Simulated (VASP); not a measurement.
# Si62B (a cell with a defect) in VASP: further runs

Si62B (a cell with a defect) is run at these levels: LDA; tasks: single point.

All numbers are computed with VASP 6.6.1; they aren't measurements. Logs are shortened: lines on timing, memory, paths and dates and some standing lists are left out, and cuts for length are marked.

## (1) The cell of the first run

The cell holds a defect, 63 atoms: a = 10.860 Å, b = 10.860 Å, c = 10.860 Å, α = 90.00°, β = 90.00°, γ = 90.00°.

## (2) Single point, LDA, collinear spin, zero start

INCAR

```
ALGO = Normal
EDIFF = 1E-6
ENCUT = 520
GGA = CA
ISIF = 2
ISMEAR = -1
ISPIN = 2
LASPH = T
LCHARG = F
LORBIT = 11
LREAL = Auto
LWAVE = F
MAGMOM = 0 0 0 0 0 0 0 0 0 0 0 0 0 0 0 0 0 0 0 0 0 0 0 0 0 0 0 0 0 0 0 0 0 0 0 0 0 0 0 0 0 0 0 0 0 0 0 0 0 0 0 0 0 0 0 0 0 0 0 0 0 0 0
NBANDS = 166
NELECT = 253.0
NELM = 150
PREC = Accurate
SIGMA = 0.05
```

KPOINTS

```
k-points
0
Gamma
  1 1 1
```

POSCAR

```
Si62B
1.0
   10.8600000000      0.0000000000      0.0000000000
    0.0000000000     10.8600000000      0.0000000000
    0.0000000000      0.0000000000     10.8600000000
Si B
62 1
Direct
    0.4998620626      0.0012570902      0.0035954880
    0.6305060773      0.1228569982      0.1308050645
    0.7500600368      0.2490193370      0.0009891344
    0.8737762431      0.3692965930      0.1326258748
    0.7688086556      0.0175406077      0.2662188766
   -0.0004642726     -0.0001796501      0.0019695212
    0.1145088398      0.1267193370      0.1342485267
    0.2427546961      0.2484641805      0.0028879374
    0.3755127072      0.3734405157      0.1200858195
    0.5023732044      0.4981448435     -0.0037218232
    0.6227569982      0.6243332413      0.1246808471
    0.7470798343      0.7483869245     -0.0044932781
    0.8722498158      0.8762925414      0.1251303867
    0.2461516575      0.0014310313      0.2515207182
    0.3745545120      0.1243755064      0.3754589319
    0.4973265193      0.2475982505      0.2472342541
    0.6056869245      0.3890239411      0.3641797422
    0.7498362799      0.5005875691      0.2513749540
    0.8760470534      0.6243054328      0.3772232965
    0.5044383978      0.0027259669      0.4971039595
    0.6276995396      0.1298088398      0.6215028545
    0.8778043278      0.3490689687      0.6019802947
    0.7503598527      0.0038023941      0.7484825046
    0.8767238490      0.1256883978      0.8758977901
   -0.0047511971      0.4993624309      0.0052357274
    0.1229068140      0.6258190608      0.1269419890
    0.2493054328      0.7488092081      0.0002088398
    0.3722752302      0.8757593923      0.1260372007
   -0.0141867403      0.2449057090      0.2733915285
    0.1271152855      0.3753802947      0.3744417127
    0.2525213628      0.4994777164      0.2464039595
    0.3701134438      0.6309609576      0.3729634438
    0.5007046961      0.7535161142      0.2498325967
    0.6317287293      0.8810774401      0.3714872007
   -0.0132697053      0.0211148250      0.5022854512
    0.1292032228      0.1247632597      0.6290999079
    0.2511283610      0.2500901473      0.5009626151
    0.3744540516      0.3750018416      0.6262122468
    0.4927493554      0.5056570902      0.5009980663
    0.6285834254      0.6210562615      0.6235767956
    0.7502738490      0.7510250460      0.4992488029
    0.8744042357      0.8781794659      0.6241246777
    0.2558259669     -0.0035497238      0.7493433702
    0.3740950276      0.1249568140      0.8775367403
    0.5004174033      0.2488069061      0.7480253223
    0.6289038674      0.3735366483      0.8697133517
    0.7575939227      0.4843420810      0.7334245856
    0.8726122468      0.6179375691      0.8695462247
   -0.0030633517      0.7526978821      0.2509111418
    0.1118683241      0.8865391344      0.3772543278
    0.0018404236      0.4972888582      0.4992998158
    0.1238063536      0.6267674954      0.6268522099
    0.2419534991      0.7570564457      0.4973499079
    0.3788172192      0.8731559853      0.6207560773
    0.0024674954      0.2498850829      0.7498600368
    0.1220179558      0.3792155617      0.8777616022
    0.2500381215      0.5009010129      0.7507826888
    0.3764060773      0.6250459484      0.8746422652
    0.5017990792      0.7477511050      0.7470377532
    0.6213327808      0.8773268877      0.8726313996
   -0.0021592081      0.7505906998      0.7505699816
    0.1255408840      0.8751313076      0.8750685083
    0.8952872007      0.1311277164      0.3872261510
```

Potentials or basis: VASP PAW LDA potentials, release 64 (Si, B).

The run is started by

```sh
$ cat potpaw_LDA.64/Si/POTCAR potpaw_LDA.64/B/POTCAR > POTCAR
$ mpirun -np 1 vasp_gam > vasp.out
```

OUTCAR:

```text
EDIFF = 1E-6
   ENCUT = 520
   GGA = CA
   ISIF = 2
   ISMEAR = -1
   ISPIN = 2
   LASPH = T
   LORBIT = 11
   LREAL = Auto
   NELECT = 253.0
   NELM = 150
   PREC = Accurate

 ion  position               nearest neighbor table
   1  0.500  0.001  0.004-  44 2.35  28 2.35  60 2.36   2 2.38
   2  0.631  0.123  0.131-  16 2.35   3 2.36   1 2.38   5 2.39
   3  0.750  0.249  0.001-  24 2.35   2 2.36   4 2.36  46 2.36
   4  0.874  0.369  0.133-  18 2.35   3 2.36  29 2.38  25 2.38
   5  0.769  0.018  0.266-  63 2.27  34 2.39   2 2.39  13 2.44
   6  1.000  1.000  0.002-  13 2.35  24 2.35   7 2.35  62 2.37
[... 8 lines left out ...]
  15  0.375  0.124  0.375-  20 2.34  16 2.35  37 2.35  14 2.35
  16  0.497  0.248  0.247-  17 2.31  15 2.35   9 2.35   2 2.35
  17  0.606  0.389  0.364-  39 2.31  16 2.31  18 2.33
[... 43 lines left out ...]
  61  0.998  0.751  0.751-  52 2.34  62 2.36  48 2.37  42 2.37
  62  0.126  0.875  0.875-  27 2.35  61 2.36  43 2.37   6 2.37
  63  0.895  0.131  0.387-  35 1.99  29 2.01   5 2.27

  LATTYP: Found a simple cubic cell.
 ALAT       =    10.8600000000

  Lattice vectors:

 A1 = (  10.8600000000,   0.0000000000,   0.0000000000)
 A2 = (   0.0000000000,  10.8600000000,   0.0000000000)
 A3 = (   0.0000000000,   0.0000000000,  10.8600000000)

Analysis of symmetry for initial positions (statically):
=====================================================================
 Subroutine PRICEL returns:
 Original cell was already a primitive cell.

 Routine SETGRP: Setting up the symmetry group for a
 simple cubic supercell.

 Subroutine GETGRP returns: Found  1 space group operations
 (whereof  1 operations were pure point group operations)
 out of a pool of 48 trial point group operations.

The static configuration has the point symmetry C_1 .

Analysis of symmetry for dynamics (positions and initial velocities):
=====================================================================
 Subroutine PRICEL returns:
 Original cell was already a primitive cell.

 Routine SETGRP: Setting up the symmetry group for a
 simple cubic supercell.

 Subroutine GETGRP returns: Found  1 space group operations
 (whereof  1 operations were pure point group operations)
 out of a pool of 48 trial point group operations.

The dynamic configuration has the point symmetry C_1 .

Analysis of structural, dynamic, and magnetic symmetry:
=====================================================================
[... 251 lines left out ...]
  ---------------------------------------------------
  ext. energy  EPLUGINS =         0.00000000
  ---------------------------------------------------
  free energy    TOTEN  =      -353.76432794 eV

  energy without entropy =     -353.51702733  energy(sigma->0) =     -353.64067764

 E-fermi :   6.0625     XC(G=0):  -9.5470

 val. band max:        6.0203481322   @ k =   0.0000   0.0000   0.0000
 cond. band min:       6.0675701393   @ k =   0.0000   0.0000   0.0000
 fundamental gap:      0.0472220070
 Fermi energy:         6.0624542280

 spin component 1

 k-point     1 :       0.0000    0.0000    0.0000
  band No.  band energies     occupation
      1      -6.3504      1.00000
      2      -5.3298      1.00000
      3      -5.3053      1.00000
      4      -5.2931      1.00000
      5      -5.2893      1.00000
      6      -5.2639      1.00000
[... 130 lines left out ...]
    137       6.6716      0.00001
    138       6.7126      0.00000
 Fermi energy:         6.0624542280

 spin component 2

 k-point     1 :       0.0000    0.0000    0.0000
  band No.  band energies     occupation
      1      -6.3504      1.00000
      2      -5.3298      1.00000
      3      -5.3053      1.00000
      4      -5.2931      1.00000
      5      -5.2893      1.00000
      6      -5.2639      1.00000
[... 130 lines left out ...]
    137       6.6716      0.00001
    138       6.7126      0.00000
 [bands above 138 left out]

------------------------ aborting loop because EDIFF is reached ----------------------------------------

  FORCE on cell =-STRESS in cart. coord.  units (eV):
  Direction    XX          YY          ZZ          XY          YZ          ZX
  --------------------------------------------------------------------------------------
  -------------------------------------------------------------------------------------
  Total        2.0921450     -1.8914879     -1.7969649     -3.5926860     -1.2241500      0.4650350
  in kB        2.6170552     -2.3660541     -2.2478157     -4.4940755     -1.5312840      0.5817103
  external PRESSURE =      -0.6656049 kB  Pullay stress =       0.0000000 kB

 VOLUME and BASIS-vectors are now :
 -----------------------------------------------------------------------------
  energy-cutoff  :      520.00
  volume of cell :     1280.82
      direct lattice vectors                 reciprocal lattice vectors
    10.860000000  0.000000000  0.000000000     0.092081031  0.000000000  0.000000000
     0.000000000 10.860000000  0.000000000     0.000000000  0.092081031  0.000000000
     0.000000000  0.000000000 10.860000000     0.000000000  0.000000000  0.092081031

 POSITION                                       TOTAL-FORCE (eV/Angst)
 -----------------------------------------------------------------------------------
      5.42850      0.01365      0.03905         0.053573     -0.008062      0.059361
      6.84730      1.33423      1.42054         0.062395      0.021893      0.090630
      8.14565      2.70435      0.01074        -0.005818      0.003182      0.010275
      9.48921      4.01056      1.44032         0.001438      0.014882     -0.022964
      8.34926      0.19049      2.89114         0.186584      0.299948      0.383638
     10.85496     10.85805      0.02139        -0.003194      0.014732      0.006035
[... 55 lines left out ...]
      1.36337      9.50393      9.50324        -0.014020      0.012460     -0.007227
      9.72282      1.42405      4.20528        -0.321769     -1.085699     -1.240718
 -----------------------------------------------------------------------------------
    total drift:                                0.007979      0.005719     -0.000323

  FREE ENERGIE OF THE ION-ELECTRON SYSTEM (eV)
  ---------------------------------------------------
  free  energy   TOTEN  =      -353.7643279412 eV

  energy  without entropy=     -353.5170273327  energy(sigma->0) =     -353.64067764

 total charge

# of ion       s       p       d       tot
------------------------------------------
    1        0.748   0.956   0.000   1.704
    2        0.751   0.951   0.000   1.701
    3        0.750   0.965   0.000   1.715
    4        0.749   0.957   0.000   1.705
    5        0.752   0.889   0.000   1.641
    6        0.748   0.964   0.000   1.712
[... 55 lines left out ...]
   62        0.752   0.957   0.000   1.709
   63        0.681   1.014   0.000   1.695
--------------------------------------------------
tot         47.372  59.915   0.000 107.288

 magnetization (x)

# of ion       s       p       d       tot
------------------------------------------
    1        0.000   0.000   0.000   0.000
    2        0.000   0.000   0.000   0.000
    3       -0.000  -0.000   0.000  -0.000
    4        0.000   0.000   0.000   0.000
    5       -0.000  -0.000   0.000  -0.000
    6        0.000   0.000   0.000   0.000
[... 55 lines left out ...]
   62        0.000   0.000   0.000   0.000
   63        0.000   0.000   0.000   0.000
--------------------------------------------------
tot          0.000   0.000   0.000   0.000
```

It took 5.3 min on 1 thread of Intel Xeon 6975P-C (Granite Rapids), shared host; peak memory 0.92 GiB.

Results:

```yaml
Free_energy: -353.7643 eV
Largest_force: 1.680 eV/Å
Net_moment: 0.00 μB per cell
Valence_electrons_inside_the_program's_atomic_spheres: Si 1.70, 1.72, 1.71, 1.64, 1.69, 1.66, 1.68 (each value once); B 1.70
```

Forces on the atoms (eV/Å):
```
Si   0.054 -0.008  0.059
Si   0.062  0.022  0.091
Si  -0.006  0.003  0.010
Si   0.001  0.015 -0.023
Si   0.187  0.300  0.384
Si  -0.003  0.015  0.006
Si   0.080 -0.016 -0.068
Si   0.009  0.028 -0.011
Si  -0.004 -0.012  0.008
Si  -0.009  0.015  0.024
Si  -0.003 -0.001  0.013
Si  -0.031  0.095  0.083
Si   0.033  0.095  0.116
Si   0.039  0.002 -0.016
Si  -0.002  0.003  0.007
Si  -0.019 -0.004  0.001
Si  -0.030  0.077 -0.064
Si   0.043  0.046 -0.034
Si   0.001 -0.005  0.017
Si  -0.043 -0.008  0.021
Si  -0.145 -0.048  0.137
Si  -0.264  0.196  0.177
Si   0.019  0.004  0.012
Si  -0.007  0.014  0.001
Si   0.024  0.001  0.005
Si   0.013 -0.010  0.007
Si  -0.004  0.013 -0.002
Si   0.011 -0.015 -0.009
Si   0.144  0.058 -0.165
Si   0.016  0.028 -0.014
Si   0.041  0.028  0.019
Si   0.068 -0.016  0.035
Si   0.032  0.034  0.001
Si   0.018  0.045  0.042
Si   0.094 -0.136 -0.068
Si  -0.020 -0.004 -0.031
Si   0.013  0.011 -0.002
Si  -0.032  0.003  0.018
Si   0.007 -0.004  0.055
Si  -0.003  0.010  0.027
Si  -0.014 -0.003  0.009
Si  -0.005  0.012 -0.031
Si  -0.003  0.040  0.017
Si   0.008  0.001  0.055
Si  -0.068  0.039  0.076
Si  -0.015  0.013  0.026
Si  -0.014  0.127  0.140
Si   0.036  0.084  0.086
Si   0.012 -0.009  0.011
Si   0.115 -0.094 -0.030
Si  -0.039 -0.025  0.027
Si  -0.010 -0.016  0.014
Si   0.037 -0.044  0.019
Si  -0.025 -0.016  0.020
Si  -0.059  0.020 -0.044
Si  -0.004 -0.004 -0.040
Si   0.005  0.018  0.006
Si   0.001 -0.001  0.013
Si  -0.010  0.010  0.021
Si   0.006  0.010 -0.007
Si  -0.003  0.034 -0.008
Si  -0.014  0.012 -0.007
B   -0.322 -1.086 -1.241
```

Levels at points of the mesh, in eV from the Fermi level:
Spin up:
```tsv
k point	band 122	band 123	band 124	band 125	band 126	band 127	band 128	band 129	band 130	band 131
(0.00, 0.00, 0.00)	-1.57	-0.78	-0.76	-0.75	-0.04	0.01	0.10	0.11	0.14	0.17
```
Spin down:
```tsv
k point	band 124	band 125	band 126	band 127	band 128	band 129
(0.00, 0.00, 0.00)	-0.76	-0.75	-0.04	0.01	0.10	0.11
```

Caveat: the k points lie up to 0.58 Å⁻¹ apart; the cell carries a net charge on a neutralising background, which shifts energy and pressure; the cell is charged against a uniform background, so pressure and absolute levels hang on convention; no moment was typed at the start, so none could form.

(Continued in part 2 of 2.)
